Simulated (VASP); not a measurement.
# AlN (P2_1) in VASP: single point with LDA

Aim: the single point of AlN with LDA.

Everything below comes from runs of VASP 6.6.1. Logs are shortened: lines on timing, memory, paths and dates and some standing lists are left out, and cuts for length are marked.

## 1. The cell of the first run

Symmetry: P2_1, No. 4, monoclinic system. Conventional cell: a = 3.089 Å, b = 4.944 Å, c = 3.089 Å, α = 90.00°, β = 120.00°, γ = 90.00°. Al (site symmetry 1) has 4 N at 1.87 to 1.89 Å within 2.5 Å. N (site symmetry 1) has 4 Al at 1.87 to 1.89 Å within 2.5 Å.

## 2. Single point, LDA (mode 4 frozen in at -0.029 Å and mode 5 at -0.029 Å (largest displacements))

Contents of INCAR:

```
SYSTEM = AlN
PREC     = Accurate       ! precision mode
ENCUT    = 520            ! plane-wave cutoff, eV
EDIFF    = 1E-6           ! SCF threshold, eV
ISMEAR   = 0              ! smearing method
SIGMA    = 0.05           ! smearing width, eV
LREAL    = .False.        ! projectors in reciprocal space
LASPH    = .True.         ! aspherical terms in the spheres
NELM     = 100            ! most SCF steps
ALGO     = Normal         ! electronic algorithm
ISIF     = 2              ! what is computed and relaxed
LWAVE    = .False.        ! write WAVECAR
LCHARG   = .False.        ! write CHGCAR
GGA      = CA             ! functional
NBANDS   = 16             ! bands
```

Contents of KPOINTS:

```
Automatic mesh
0
Gamma
  9 9 6
  0 0 0
```

Contents of POSCAR:

```
AlN
1.0
    3.0886152929      0.0000000000      0.0000000000
   -1.5443076465      2.6748193062      0.0000000000
    0.0000000000      0.0000000000      4.9435842906
Al N
2 2
Direct
    0.3186762950      0.6559369699      0.0015210182
    0.6813237050      0.3440630301      0.5015210182
    0.3464143287      0.6762426199      0.3834789818
    0.6535856713      0.3237573801      0.8834789818
```

Potentials or basis: VASP PAW LDA potentials, release 64 (Al, N).

Launch:

```sh
$ cat potpaw_LDA.64/Al/POTCAR potpaw_LDA.64/N/POTCAR > POTCAR
$ mpirun -np 1 vasp_std > vasp.out
```

OUTCAR:

```text
SYSTEM = AlN
   PREC = Accurate
   ENCUT = 520
   EDIFF = 1E-6
   ISMEAR = 0
   LREAL = .False.
   LASPH = .True.
   NELM = 100
   ISIF = 2
   GGA = CA

 ion  position               nearest neighbor table
   1  0.319  0.656  0.002-   4 1.87   4 1.88   4 1.88   3 1.89   2 3.00   2 3.00   2 3.06   2 3.06
                             2 3.08   2 3.08
   2  0.681  0.344  0.502-   3 1.87   3 1.88   3 1.88   4 1.89   1 3.00   1 3.00   1 3.06   1 3.06
                             1 3.08   1 3.08
   3  0.346  0.676  0.383-   2 1.87   2 1.88   2 1.88   1 1.89
   4  0.654  0.324  0.883-   1 1.87   1 1.88   1 1.88   2 1.89

  LATTYP: Found a hexagonal cell.
 ALAT       =     3.0886152929
 C/A-ratio  =     1.6005827278

  Lattice vectors:

 A1 = (   3.0886152929,   0.0000000000,   0.0000000000)
 A2 = (  -1.5443076465,   2.6748193062,   0.0000000000)
 A3 = (   0.0000000000,   0.0000000000,   4.9435842906)

Analysis of symmetry for initial positions (statically):
=====================================================================
 Subroutine PRICEL returns:
 Original cell was already a primitive cell.

 Routine SETGRP: Setting up the symmetry group for a
 hexagonal supercell.

 Subroutine GETGRP returns: Found  2 space group operations
 (whereof  1 operations were pure point group operations)
 out of a pool of 24 trial point group operations.

The static configuration has the point symmetry C_1 .
 The point group associated with its full space group is C_2 .

Analysis of symmetry for dynamics (positions and initial velocities):
=====================================================================
 Subroutine PRICEL returns:
 Original cell was already a primitive cell.

 Routine SETGRP: Setting up the symmetry group for a
 hexagonal supercell.

 Subroutine GETGRP returns: Found  2 space group operations
 (whereof  1 operations were pure point group operations)
 out of a pool of 24 trial point group operations.

The dynamic configuration has the point symmetry C_1 .
 The point group associated with its full space group is C_2 .

 Subroutine INISYM returns: Found  2 space group operations
 (whereof  1 operations are pure point group operations),
 and found     1 'primitive' translations

----------------------------------------------------------------------------------------

                                     Primitive cell

  volume of cell :      40.8414

  direct lattice vectors                    reciprocal lattice vectors
     3.088615293  0.000000000  0.000000000     0.323769685  0.186928515  0.000000000
    -1.544307647  2.674819306  0.000000000     0.000000000  0.373857029  0.000000000
     0.000000000  0.000000000  4.943584291     0.000000000  0.000000000  0.202282381

  length of vectors
     3.088615293  3.088615293  4.943584291     0.373857029  0.373857029  0.202282381

  position of ions in fractional coordinates (direct lattice)
     0.318676295  0.655936970  0.001521018
     0.681323705  0.344063030  0.501521018
     0.346414329  0.676242620  0.383478982
     0.653585671  0.323757380  0.883478982

  ion indices of the primitive-cell ions
   primitive index   ion index
                 1           1
                 2           2
                 3           3
                 4           4

----------------------------------------------------------------------------------------

 KPOINTS: Automatic mesh

Automatic generation of k-mesh.
 Grid dimensions read from file:
 generate k-points for:    9    9    6

 Generating k-lattice:

  Cartesian coordinates                     Fractional coordinates (reciprocal lattice)
     0.035974409  0.020769835  0.000000000     0.111111111  0.000000000  0.000000000
     0.000000000  0.041539670  0.000000000     0.000000000  0.111111111  0.000000000
     0.000000000  0.000000000  0.033713730     0.000000000  0.000000000  0.166666667

  Length of vectors
     0.041539670  0.041539670  0.033713730

  Shift w.r.t. Gamma in fractional coordinates (k-lattice)
     0.000000000  0.000000000  0.000000000

 Subroutine IBZKPT returns following result:
 ===========================================

 Found    164 irreducible k-points:

 Following reciprocal coordinates:
            Coordinates               Weight
  0.000000  0.000000  0.000000      1.000000
  0.111111 -0.000000  0.000000      2.000000
  0.000000  0.111111  0.000000      2.000000
 -0.111111  0.111111  0.000000      2.000000
  0.222222 -0.000000  0.000000      2.000000
  0.000000  0.222222  0.000000      2.000000
[... 16 lines left out ...]
  0.333333  0.111111  0.000000      2.000000
 -0.111111  0.444444  0.000000      2.000000
 [... further k-points ...]
   k-points           NKPTS =    164   k-points in BZ     NKDIM =    164   number of bands    NBANDS=     16
   number of dos      NEDOS =    301   number of ions     NIONS =      4
   total plane-waves  NPLWV =  23040
   dimension x,y,z NGX =    24 NGY =   24 NGZ =   40
   dimension x,y,z NGXF=    48 NGYF=   48 NGZF=   80
   ions per type =               2   2
   NGX,Y,Z   is equivalent  to a cutoff of  12.92, 12.92, 13.45 a.u.
   NGXF,Y,Z  is equivalent  to a cutoff of  25.84, 25.84, 26.90 a.u.
 SYSTEM =  AlN
   PREC   = accura    normal or accurate (medium, high low for compatibility)
   ISTART =      0    job   : 0-new  1-cont  2-samecut
   ICHARG =      2    charge: 1-file 2-atom 10-const
   ISPIN  =      1    spin polarized calculation?
   LNONCOLLINEAR =      F non collinear calculations
   LSORBIT =      F    spin-orbit coupling
   LASPH  =      T    aspherical Exc in radial PAW
   ENCUT  =  520.0 eV  38.22 Ry    6.18 a.u.   5.74  5.74  9.19*2*pi/ulx,y,z
   NELM   =    100;   NELMIN=  2; NELMDL= -5     # of ELM steps
   EDIFF  = 0.1E-05   stopping-criterion for ELM
   LREAL  =      F    real-space projection
[... 7 lines left out ...]
   TEBEG  =    0.0;   TEEND  =   0.0 temperature during run
   PSTRESS=    0.0 pullay stress
   NELECT =      16.0000    total number of electrons
   NUPDOWN=      -1.0000    fix difference up-down
   EMIN   =  10.00;   EMAX   =-10.00  energy-range for DOS
   EFERMI =   0.00;   METHOD = LEGACY
   ISMEAR =     0;   SIGMA  =   0.05  broadening in eV -4-tet -1-fermi 0-gaus
   EFERMI_NEDOS =   21; number of points for ismear=-14 and -15
   IALGO  =     38    algorithm
   IMIX   =      4    mixing-type and parameters
     AMIX     =   0.40;   BMIX     =  1.00
     AMIX_MAG =   1.60;   BMIX_MAG =  1.00
  volume/ion in A,a.u.               =      10.21        68.90
  Fermi-wavevector in a.u.,A,eV,Ry     =   1.197884  2.263672 19.523354  1.434926
  Thomas-Fermi vector in A             =   2.333787
   LORBIT       =      0    0 simple, 1 ext, 2 COOP (PROOUT), +10 PAW based schemes
   GGA     = CA    functional components
   LHFCALC =     F    Hartree Fock is set to
   AEXX    =    0.0000 exact exchange contribution
   IVDW    =     0    specifies the selected vdW correction
   LEPSILON=     F    determine dielectric tensor
   LRPA    =     F    only Hartree local field effects (RPA)
 non-spin polarized calculation
 Gauss-broadening in eV      SIGMA  =   0.05
  energy-cutoff  :      520.00
  volume of cell :       40.84
 maximum number of plane-waves:      1118
   NGX = 11   NGY = 11   NGZ = 19

 number of electron      16.0000000 magnetization

 Free energy of the ion-electron system (eV)
  ---------------------------------------------------
  ext. energy  EPLUGINS =         0.00000000
  ---------------------------------------------------
  free energy    TOTEN  =       -32.82772952 eV

  energy without entropy =      -32.82772952  energy(sigma->0) =      -32.82772952

 E-fermi :   6.3810     XC(G=0): -11.3441

 val. band max:        6.1264570923   @ k =   0.0000   0.0000   0.0000
 cond. band min:      10.5302281130   @ k =   0.0000   0.0000   0.0000
 fundamental gap:      4.4037710206
 Fermi energy:         6.3810224705

 k-point     1 :       0.0000    0.0000    0.0000
  band No.  band energies     occupation
      1      -9.0567      2.00000
      2      -6.7622      2.00000
      3      -0.0373      2.00000
      4       5.2096      2.00000
      5       5.2458      2.00000
      6       5.8223      2.00000
[... 8 lines left out ...]
     15      19.2693      0.00000
     16      19.4134      0.00000

 k-point     2 :       0.1111   -0.0000    0.0000
  band No.  band energies     occupation
      1      -8.8928      2.00000
      2      -6.6672      2.00000
      3       0.1526      2.00000
      4       4.5016      2.00000
      5       5.0162      2.00000
      6       5.1819      2.00000
[... 8 lines left out ...]
     15      19.0353      0.00000
     16      19.3367      0.00000

 k-point     3 :       0.0000    0.1111    0.0000
  band No.  band energies     occupation
      1      -8.8922      2.00000
      2      -6.6692      2.00000
      3       0.1542      2.00000
      4       4.5098      2.00000
      5       5.0285      2.00000
      6       5.2421      2.00000
[... 8 lines left out ...]
     15      19.1147      0.00000
     16      19.2595      0.00000

 k-point     4 :      -0.1111    0.1111    0.0000
  band No.  band energies     occupation
      1      -8.8924      2.00000
      2      -6.6687      2.00000
      3       0.1538      2.00000
      4       4.5097      2.00000
      5       5.0246      2.00000
      6       5.2245      2.00000
[... 8 lines left out ...]
     15      19.0735      0.00000
     16      19.2736      0.00000
[... 324 lines left out ...]
 k-point    22 :       0.3333   -0.1111    0.0000
  band No.  band energies     occupation
      1      -8.0014      2.00000
      2      -6.2535      2.00000
      3       1.2234      2.00000
      4       2.2028      2.00000
      5       2.9516      2.00000
      6       4.3216      2.00000
[... 8 lines left out ...]
     15      18.8643      0.00000
     16      20.1011      0.00000

 k-point    23 :       0.3333    0.1111    0.0000
  band No.  band energies     occupation
      1      -7.3143      2.00000
      2      -6.1172      2.00000
      3       1.0032      2.00000
      4       2.1288      2.00000
      5       2.2943      2.00000
      6       3.7123      2.00000
[... 8 lines left out ...]
     15      18.5492      0.00000
     16      20.8840      0.00000

 k-point    24 :      -0.1111    0.4444    0.0000
  band No.  band energies     occupation
      1      -7.2880      2.00000
      2      -6.1661      2.00000
      3       1.1548      2.00000
      4       2.1480      2.00000
      5       2.2607      2.00000
      6       3.6805      2.00000
[... 8 lines left out ...]
     15      18.4247      0.00000
     16      20.9281      0.00000

 [... further k-points ...]

------------------------ aborting loop because EDIFF is reached ----------------------------------------

  FORCE on cell =-STRESS in cart. coord.  units (eV):
  Direction    XX          YY          ZZ          XY          YZ          ZX
  --------------------------------------------------------------------------------------
  -------------------------------------------------------------------------------------
  Total        0.1206562      0.1644356      0.1489982     -0.0435485      0.0000000      0.0000000
  in kB        4.7332565      6.4506892      5.8450933     -1.7083746      0.0000000      0.0000000
  external PRESSURE =       5.6763464 kB  Pullay stress =       0.0000000 kB

 VOLUME and BASIS-vectors are now :
 -----------------------------------------------------------------------------
  energy-cutoff  :      520.00
  volume of cell :       40.84
      direct lattice vectors                 reciprocal lattice vectors
     3.088615293  0.000000000  0.000000000     0.323769685  0.186928515  0.000000000
    -1.544307647  2.674819306  0.000000000     0.000000000  0.373857029  0.000000000
     0.000000000  0.000000000  4.943584291     0.000000000  0.000000000  0.202282381

 POSITION                                       TOTAL-FORCE (eV/Angst)
 -----------------------------------------------------------------------------------
     -0.02870      1.75451      0.00752         0.171667      0.163759      0.011506
      1.57301      0.92031      2.47931        -0.171667     -0.163759      0.011506
      0.02561      1.80883      1.89576        -0.071232     -0.074504     -0.011506
      1.51869      0.86599      4.36755         0.071232      0.074504     -0.011506
 -----------------------------------------------------------------------------------
    total drift:                               -0.000000     -0.000000     -0.000587

  FREE ENERGIE OF THE ION-ELECTRON SYSTEM (eV)
  ---------------------------------------------------
  free  energy   TOTEN  =       -32.8277295167 eV

  energy  without entropy=      -32.8277295167  energy(sigma->0) =      -32.82772952
```

Run time: 28 s. Hardware: 1 thread of Intel Xeon 6975P-C (Granite Rapids), shared host; peak memory 0.2 GiB.

What came out:

| Item | Value |
| --- | --- |
| Free energy | -32.8277 eV |
| Pressure | 0.6 GPa |
| Largest force | 0.238 eV/Å |
| Band gap on the k mesh | 4.40 eV, direct |

Forces on the atoms (eV/Å):
```
Al   0.172  0.164  0.012
Al  -0.172 -0.164  0.012
N   -0.071 -0.075 -0.012
N    0.071  0.075 -0.012
```

Caveat: the cell differs from its parent crystal (mode 4 frozen in at -0.029 Å and mode 5 at -0.029 Å (largest displacements)). A k mesh can miss the band edges.
